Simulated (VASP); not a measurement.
# C in VASP: single point with LDA

Aim: the single point of C with LDA.

Everything below comes from runs of VASP 6.6.1. Logs are shortened: lines on timing, memory, paths and dates and some standing lists are left out, and cuts for length are marked.

## 1. The cell of the first run

The cell holds a slab with vacuum, 2 atoms: a = 2.456 Å, b = 2.456 Å, c = 8.524 Å, α = 90.00°, β = 90.00°, γ = 120.00°.

## 2. Single point, LDA

INCAR reads:

```
PREC     = Accurate       # precision mode
ENCUT    = 600            # plane-wave cutoff, eV
EDIFF    = 1E-6           # SCF threshold, eV
ISMEAR   = -1             # smearing method
SIGMA    = 0.1            # smearing width, eV
LREAL    = False          # projectors in reciprocal space
LASPH    = True           # aspherical terms in the spheres
NELM     = 120            # most SCF steps
ALGO     = Normal         # electronic algorithm
ISIF     = 2              # what is computed and relaxed
LWAVE    = False          # write WAVECAR
LCHARG   = False          # write CHGCAR
NBANDS   = 11             # bands
GGA_COMPAT= False
```

KPOINTS reads:

```
regular mesh
0
Gamma
  8 8 2
```

POSCAR reads:

```
C
1.0
    2.4561701600      0.0000000000      0.0000000000
   -1.2280850800      2.1271057600      0.0000000000
    0.0000000000      0.0000000000      8.5238033600
C
2
Direct
    0.3333333333      0.6666666667      0.0000000000
    0.6666666667      0.3333333333      0.0000000000
```

Potentials or basis: VASP PAW LDA potentials, release 64 (C).

Run with:

```bash
> cat potpaw_LDA.64/C/POTCAR > POTCAR
> mpirun -np 1 vasp_std > vasp.out
```

OUTCAR:

```text
PREC = Accurate
   ENCUT = 600
   EDIFF = 1E-6
   ISMEAR = -1
   LREAL = False
   LASPH = True
   NELM = 120
   ISIF = 2

 ion  position               nearest neighbor table
   1  0.333  0.667  0.000-   2 1.42   2 1.42   2 1.42
   2  0.667  0.333  0.000-   1 1.42   1 1.42   1 1.42

  LATTYP: Found a hexagonal cell.
 ALAT       =     2.4561701600
 C/A-ratio  =     3.4703635354

  Lattice vectors:

 A1 = (   2.4561701600,   0.0000000000,   0.0000000000)
 A2 = (  -1.2280850800,   2.1271057600,   0.0000000000)
 A3 = (   0.0000000000,   0.0000000000,   8.5238033600)

Analysis of symmetry for initial positions (statically):
=====================================================================
 Subroutine PRICEL returns:
 Original cell was already a primitive cell.

 Routine SETGRP: Setting up the symmetry group for a
 hexagonal supercell.

 Subroutine GETGRP returns: Found 24 space group operations
 (whereof 24 operations were pure point group operations)
 out of a pool of 24 trial point group operations.

The static configuration has the point symmetry D_6h.

Analysis of symmetry for dynamics (positions and initial velocities):
=====================================================================
 Subroutine PRICEL returns:
 Original cell was already a primitive cell.

 Routine SETGRP: Setting up the symmetry group for a
 hexagonal supercell.

 Subroutine GETGRP returns: Found 24 space group operations
 (whereof 24 operations were pure point group operations)
 out of a pool of 24 trial point group operations.

The dynamic configuration has the point symmetry D_6h.

 Subroutine INISYM returns: Found 24 space group operations
 (whereof 24 operations are pure point group operations),
 and found     1 'primitive' translations

----------------------------------------------------------------------------------------

                                     Primitive cell

  volume of cell :      44.5329

  direct lattice vectors                    reciprocal lattice vectors
     2.456170160  0.000000000  0.000000000     0.407137916  0.235061185  0.000000000
    -1.228085080  2.127105760  0.000000000     0.000000000  0.470122369  0.000000000
     0.000000000  0.000000000  8.523803360     0.000000000  0.000000000  0.117318521

  length of vectors
     2.456170160  2.456170165  8.523803360     0.470122370  0.470122369  0.117318521

  position of ions in fractional coordinates (direct lattice)
     0.333333333  0.666666667  0.000000000
     0.666666667  0.333333333  0.000000000

  ion indices of the primitive-cell ions
   primitive index   ion index
                 1           1
                 2           2

----------------------------------------------------------------------------------------

 KPOINTS: regular mesh

Automatic generation of k-mesh.
 Grid dimensions read from file:
 generate k-points for:    8    8    2

 Generating k-lattice:

  Cartesian coordinates                     Fractional coordinates (reciprocal lattice)
     0.050892239  0.029382648  0.000000000     0.125000000  0.000000000  0.000000000
     0.000000000  0.058765296  0.000000000     0.000000000  0.125000000  0.000000000
     0.000000000  0.000000000  0.058659260     0.000000000  0.000000000  0.500000000

  Length of vectors
     0.058765296  0.058765296  0.058659260

  Shift w.r.t. Gamma in fractional coordinates (k-lattice)
     0.000000000  0.000000000  0.000000000

 Subroutine IBZKPT returns following result:
 ===========================================

 Found     20 irreducible k-points:

 Following reciprocal coordinates:
            Coordinates               Weight
  0.000000  0.000000  0.000000      1.000000
  0.125000  0.000000  0.000000      6.000000
  0.250000  0.000000  0.000000      6.000000
  0.375000 -0.000000  0.000000      6.000000
  0.500000  0.000000  0.000000      3.000000
  0.125000  0.125000  0.000000      6.000000
[... 12 lines left out ...]
  0.250000  0.250000  0.500000      6.000000
  0.375000  0.250000  0.500000      6.000000
   k-points           NKPTS =     20   k-points in BZ     NKDIM =     20   number of bands    NBANDS=     11
   number of dos      NEDOS =    301   number of ions     NIONS =      2
   total plane-waves  NPLWV =  28000
   dimension x,y,z NGX =    20 NGY =   20 NGZ =   70
   dimension x,y,z NGXF=    40 NGYF=   40 NGZF=  140
   ions per type =               2
   NGX,Y,Z   is equivalent  to a cutoff of  13.54, 13.54, 13.65 a.u.
   NGXF,Y,Z  is equivalent  to a cutoff of  27.07, 27.07, 27.31 a.u.
 SYSTEM =  unknown system
   PREC   = accura    normal or accurate (medium, high low for compatibility)
   ISTART =      0    job   : 0-new  1-cont  2-samecut
   ICHARG =      2    charge: 1-file 2-atom 10-const
   ISPIN  =      1    spin polarized calculation?
   LNONCOLLINEAR =      F non collinear calculations
   LSORBIT =      F    spin-orbit coupling
   LASPH  =      T    aspherical Exc in radial PAW
   ENCUT  =  600.0 eV  44.10 Ry    6.64 a.u.   4.91  4.91 17.02*2*pi/ulx,y,z
   NELM   =    120;   NELMIN=  2; NELMDL= -5     # of ELM steps
   EDIFF  = 0.1E-05   stopping-criterion for ELM
   LREAL  =      F    real-space projection
   EDIFFG = 0.1E-04   stopping-criterion for IOM
   NSW    =      0    number of steps for IOM
   IBRION =     -1    ionic relax: 0-MD 1-quasi-New 2-CG
   NFREE  =      0    steps in history (QN), initial steepest desc. (CG)
   ISIF   =      2    stress and relaxation
   ISYM   =      2    0-nonsym 1-usesym 2-fastsym
   POTIM  = 0.5000    time-step for ionic-motion
   TEBEG  =    0.0;   TEEND  =   0.0 temperature during run
   PSTRESS=    0.0 pullay stress
   NELECT =       8.0000    total number of electrons
   NUPDOWN=      -1.0000    fix difference up-down
   EMIN   =  10.00;   EMAX   =-10.00  energy-range for DOS
   EFERMI =   0.00;   METHOD = LEGACY
   ISMEAR =    -1;   SIGMA  =   0.10  broadening in eV -4-tet -1-fermi 0-gaus
   EFERMI_NEDOS =   21; number of points for ismear=-14 and -15
   IALGO  =     38    algorithm
   IMIX   =      4    mixing-type and parameters
     AMIX     =   0.40;   BMIX     =  1.00
     AMIX_MAG =   1.60;   BMIX_MAG =  1.00
  volume/ion in A,a.u.               =      22.27       150.26
  Fermi-wavevector in a.u.,A,eV,Ry     =   0.923729  1.745594 11.609511  0.853275
  Thomas-Fermi vector in A             =   2.049397
   LORBIT       =      0    0 simple, 1 ext, 2 COOP (PROOUT), +10 PAW based schemes
   GGA     = CA    functional components
   LHFCALC =     F    Hartree Fock is set to
   AEXX    =    0.0000 exact exchange contribution
   IVDW    =     0    specifies the selected vdW correction
   LEPSILON=     F    determine dielectric tensor
   LRPA    =     F    only Hartree local field effects (RPA)
 non-spin polarized calculation
  energy-cutoff  :      600.00
  volume of cell :       44.53
 maximum number of plane-waves:      1504
 NGX is ok and might be reduce to    20
   NGX =  9   NGY =  9   NGZ = 35

 number of electron       7.9999999 magnetization

 Free energy of the ion-electron system (eV)
  ---------------------------------------------------
  ext. energy  EPLUGINS =         0.00000000
  ---------------------------------------------------
  free energy    TOTEN  =       -20.18002688 eV

  energy without entropy =      -20.18000592  energy(sigma->0) =      -20.18001640

 E-fermi :  -0.9348     XC(G=0):  -5.1123

 val. band max:       -1.9224243017   @ k =   0.3750   0.2500   0.0000
 cond. band min:       0.0527688052   @ k =   0.3750   0.2500   0.5000
 fundamental gap:      1.9751931068
 Fermi energy:        -0.9348490245

 k-point     1 :       0.0000    0.0000    0.0000
  band No.  band energies     occupation
      1     -20.2871      2.00000
      2      -8.6133      2.00000
      3      -3.9272      2.00000
      4      -3.9272      2.00000
      5       2.2373      0.00000
      6       4.5840      0.00000
      7       6.1977      0.00000
      8       7.4413      0.00000
      9       7.4413      0.00000
     10      10.5730      0.00000
     11      12.1642      0.00000

 k-point     2 :       0.1250    0.0000    0.0000
  band No.  band energies     occupation
      1     -19.9181      2.00000
      2      -8.1684      2.00000
      3      -5.2827      2.00000
      4      -4.6369      2.00000
      5       2.7409      0.00000
      6       5.0747      0.00000
      7       6.6707      0.00000
      8       7.5618      0.00000
      9       8.9503      0.00000
     10       9.3562      0.00000
     11      12.7907      0.00000

 k-point     3 :       0.2500    0.0000    0.0000
  band No.  band energies     occupation
      1     -18.8205      2.00000
      2      -8.2555      2.00000
      3      -6.8639      2.00000
      4      -5.9559      2.00000
      5       4.2498      0.00000
      6       6.2204      0.00000
      7       6.7157      0.00000
      8       7.2321      0.00000
      9       8.2266      0.00000
     10      12.5456      0.00000
     11      14.4891      0.00000

 k-point     4 :       0.3750   -0.0000    0.0000
  band No.  band energies     occupation
      1     -17.0295      2.00000
      2     -11.5194      2.00000
      3      -6.9698      2.00000
      4      -4.8558      2.00000
      5       2.8905      0.00000
      6       6.6742      0.00000
      7       6.9294      0.00000
      8       8.9607      0.00000
      9      10.6442      0.00000
     10      14.1157      0.00000
     11      14.9417      0.00000
[... 183 lines left out ...]
 k-point    18 :       0.3750    0.1250    0.5000
  band No.  band energies     occupation
      1     -15.6588      2.00000
      2     -12.8271      2.00000
      3      -8.3363      2.00000
      4      -3.4850      2.00000
      5       1.3238      0.00000
      6       8.2112      0.00000
      7       9.2207      0.00000
      8       9.5754      0.00000
      9      12.2799      0.00000
     10      12.6762      0.00000
     11      14.0851      0.00000

 k-point    19 :       0.2500    0.2500    0.5000
  band No.  band energies     occupation
      1     -15.9946      2.00000
      2     -11.2827      2.00000
      3      -9.9031      2.00000
      4      -3.6673      2.00000
      5       1.9405      0.00000
      6       8.7140      0.00000
      7       8.9285      0.00000
      8      11.3123      0.00000
      9      11.4695      0.00000
     10      11.9155      0.00000
     11      15.0255      0.00000

 k-point    20 :       0.3750    0.2500    0.5000
  band No.  band energies     occupation
      1     -14.0343      2.00000
      2     -13.2634      2.00000
      3     -10.6739      2.00000
      4      -1.9225      1.99990
      5       0.0528      0.00010
      6       9.8001      0.00000
      7      11.3216      0.00000
      8      11.6260      0.00000
      9      11.9065      0.00000
     10      12.8216      0.00000
     11      13.7008      0.00000

------------------------ aborting loop because EDIFF is reached ----------------------------------------

  FORCE on cell =-STRESS in cart. coord.  units (eV):
  Direction    XX          YY          ZZ          XY          YZ          ZX
  --------------------------------------------------------------------------------------
  -------------------------------------------------------------------------------------
  Total       -0.5745868     -0.5745868     -0.0425884      0.0000000      0.0000000     -0.0000000
  in kB      -20.6721334    -20.6721335     -1.5322181      0.0000000      0.0000000     -0.0000000
  external PRESSURE =     -14.2921617 kB  Pullay stress =       0.0000000 kB

 VOLUME and BASIS-vectors are now :
 -----------------------------------------------------------------------------
  energy-cutoff  :      600.00
  volume of cell :       44.53
      direct lattice vectors                 reciprocal lattice vectors
     2.456170160  0.000000000  0.000000000     0.407137916  0.235061185  0.000000000
    -1.228085080  2.127105760  0.000000000     0.000000000  0.470122369  0.000000000
     0.000000000  0.000000000  8.523803360     0.000000000  0.000000000  0.117318521

 POSITION                                       TOTAL-FORCE (eV/Angst)
 -----------------------------------------------------------------------------------
     -0.00000      1.41807      0.00000         0.000000      0.000000     -0.000000
      1.22809      0.70904      0.00000        -0.000000      0.000000      0.000000
 -----------------------------------------------------------------------------------
    total drift:                                0.000000     -0.000000     -0.000000

  FREE ENERGIE OF THE ION-ELECTRON SYSTEM (eV)
  ---------------------------------------------------
  free  energy   TOTEN  =       -20.1800268754 eV

  energy  without entropy=      -20.1800059187  energy(sigma->0) =      -20.18001640
```

Run time: 23 s. Hardware: 1 thread of Intel Xeon 8259CL, shared host; peak memory 0.14 GiB.

Results:

* Free energy: -20.1800 eV
* Band gap on the k mesh: 1.98 eV, direct

Levels at points of the mesh, in eV from the valence-band top:
```tsv
k point	band 2	band 3	band 4	band 5	band 6	band 7
(0.00, 0.00, 0.00)	-6.69	-2.00	-2.00	4.16	6.51	8.12
(0.50, 0.00, 0.00)	-12.20	-5.41	-1.35	2.66	8.59	12.08
(0.00, 0.00, 0.50)	-6.69	-2.00	-2.00	4.77	5.09	9.36
(0.50, 0.00, 0.50)	-12.20	-5.41	-1.35	2.66	8.59	12.51
```
